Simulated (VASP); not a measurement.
A run of VASP 6.6.1 is set up as follows.

File INCAR:

```
SYSTEM = Au
PREC = Accurate
ENCUT = 520
EDIFF = 1E-6
ISMEAR = 0
SIGMA = 0.1
LREAL = .False.
LASPH = .True.
NELM = 100
ALGO = Normal
ISIF = 2
LWAVE = .False.
LCHARG = .False.
GGA = PS
NBANDS = 12
```

Contents of KPOINTS:

```
Automatic mesh
0
Gamma
  18 18 18
  0 0 0
```

File POSCAR:

```
Au
1.0
    0.0000000000      2.0001791339      2.0001791339
    2.0001791339      0.0000000000      2.0001791339
    2.0001791339      2.0001791339      0.0000000000
Au
1
Direct
    0.0000000000      0.0000000000      0.0000000000
```

Potentials or basis: VASP PAW PBE potentials, release 64 (Au).

Launch:

```sh
$ cat potpaw_PBE.64/Au/POTCAR > POTCAR
$ mpirun -np 1 vasp_std > vasp.out
```

Question: Predict the pressure.

Answer: 12.6 GPa.

Caveat: the PAW data sets were made with another functional, which shifts forces and pressure a little.
